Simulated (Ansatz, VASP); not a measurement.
## One calculation of CdF2, two programs

```
CELL_PARAMETERS angstrom
0.00000 2.69400 2.69400
2.69400 0.00000 2.69400
2.69400 2.69400 0.00000
ATOMIC_POSITIONS crystal
Cd 0.01205 0.01205 0.01205
F 0.25000 0.25000 0.25000
F 0.75000 0.75000 0.75000
```

Change from the starting cell: all Cd atoms moved +0.113 Å, as atom 1 along Cartesian [1 1 1].

Alike in both runs: task single point; functional r2SCAN; k mesh 8 × 8 × 8; occupations gaussian, width 0.05 eV; no spin polarisation.

|  | VASP | Ansatz |
| --- | --- | --- |
| version | VASP 6.6.1 | Ansatz 0.2.0 |
| potentials or method | VASP PAW PBE potentials, release 64 (Cd, F), cutoff 520 eV | scalar-relativistic, plane waves, PAW |
| valence electrons in the cell | 26 | 34 |

Ansatz gave:

| Property | Result |
| --- | --- |
| gap on the k mesh at the Fermi level (eV) | 3.81 |
| least direct gap on the mesh (eV) | 4.31 |
| pressure (GPa) | 0.8 |
| traceless stress, the component that is largest in VASP (GPa) | 0.46 |
| rms of the force components (eV/Å) | 0.262 |

Question: Estimate VASP's values.

Answer: gap on the k mesh at the Fermi level (eV): 3.76; least direct gap on the mesh (eV): 4.26; pressure (GPa): 1.8; traceless stress, the component that is largest in VASP (GPa): 0.51; rms of the force components (eV/Å): 0.293.

VASP's potentials were made for PBE, not for r2SCAN. Atom by atom the forces differ by 0.032 eV/Å (rms over components). VASP's potentials hold 26 valence electrons a cell and Ansatz's 34, so a difference there can come from the potentials and not from the codes.
